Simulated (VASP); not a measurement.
Input of a VASP 6.6.1 run:

File POSCAR:

```
TiO2
1.0
    5.6139047852      0.0000000000      0.0000000000
   -2.8069523926      4.8617841584      0.0000000000
    0.0000000000      0.0000000000      6.1271145225
Ti O
3 6
Direct
    0.4722302128      0.0000000000      0.3333333333
    0.0000000000      0.4722302128      0.6666666667
    0.5277697872      0.5277697872      0.0000000000
    0.4212723202      0.2620009451      0.2056294567
    0.7379990549      0.1592713751      0.5389627901
    0.8407286249      0.5787276798      0.8722961234
    0.2620009451      0.4212723202      0.7943705433
    0.1592713751      0.7379990549      0.4610372099
    0.5787276798      0.8407286249      0.1277038766
```

The input INCAR.step1:

```
SYSTEM = TiO2
PREC = Accurate ; ENCUT = 520
ISMEAR = 0 ; SIGMA = 0.02
LREAL = .False. ; LASPH = .True.
NELM = 80 ; NBANDS = 46
GGA = PE ; ALGO = Normal
EDIFF = 1E-4 ; LWAVE = .True.
LCHARG = .False.
```

Contents of INCAR.step2:

```
SYSTEM = TiO2
PREC = Accurate ; ENCUT = 520
EDIFF = 1E-6 ; ISMEAR = 0
SIGMA = 0.02 ; LREAL = .False.
LASPH = .True. ; NELM = 80
ALGO = Normal ; ISIF = 2
LWAVE = .False. ; LCHARG = .False.
METAGGA = R2SCAN ; LMIXTAU = .True.
NBANDS = 46 ; ISTART = 1
```

The input KPOINTS:

```
Automatic mesh
0
Gamma
  6 6 4
  0 0 0
```

Potentials or basis: VASP PAW PBE potentials, release 64 (Ti_sv, O).

Launch:

```sh
$ cat potpaw_PBE.64/Ti_sv/POTCAR potpaw_PBE.64/O/POTCAR > POTCAR
$ cp INCAR.step1 INCAR
$ mpirun -np 1 vasp_std > vasp.out
$ cp INCAR.step2 INCAR
$ mpirun -np 1 vasp_std > vasp.out
```

Problem. What does it give for the pressure?

Solution. 0.5 GPa.

Problem. Predict the largest force.

Solution. 0.057 eV/Å.

Problem. Estimate the band gap on the k mesh.

Solution. 4.03 eV.

Forces on the atoms (eV/Å):
```
Ti  -0.009  0.000  0.000
Ti   0.004 -0.008  0.000
Ti   0.004  0.008  0.000
O   -0.049 -0.002  0.029
O    0.026 -0.042  0.029
O    0.023  0.044  0.029
O    0.023 -0.044 -0.029
O   -0.049  0.002 -0.029
O    0.026  0.042 -0.029
```

Caveat: the PAW data sets were made with another functional, which shifts forces and pressure a little. A k mesh can miss the band edges.
